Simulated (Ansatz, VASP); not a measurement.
**SrCl2: VASP beside Ansatz**

```
Sr Cl
1.0
     0.00000    3.52048    3.52048
     3.52048    0.00000    3.52048
     3.52048    3.52048    0.00000
Sr Cl
1 2
Cartesian
  0.0000 0.0000 0.0000
  1.7602 1.7602 1.7602
  5.2807 5.2807 5.2807
```

Alike in both runs: functional PBE; k mesh 6 × 6 × 6; no spin polarisation.

Ansatz relaxed the structure, and its values are those at the end. VASP's run is a single point on that final structure, the one shown.

```csv
,VASP,Ansatz
version,VASP 6.6.1,Ansatz 0.2.0
potentials or method,"VASP PAW PBE potentials, release 64 (Sr_sv, Cl), cutoff 520 eV","scalar-relativistic, plane waves, PAW"
occupations,"gaussian, width 0.01 eV",fixed
valence electrons in the cell,24,24
```

```csv
,VASP,Ansatz,Ansatz less VASP
gap on the k mesh at the Fermi level (eV),5.23,5.24,+0.004
least direct gap on the mesh (eV),5.52,5.52,+0.003
pressure (GPa),0.1,0.0,-0.07
```
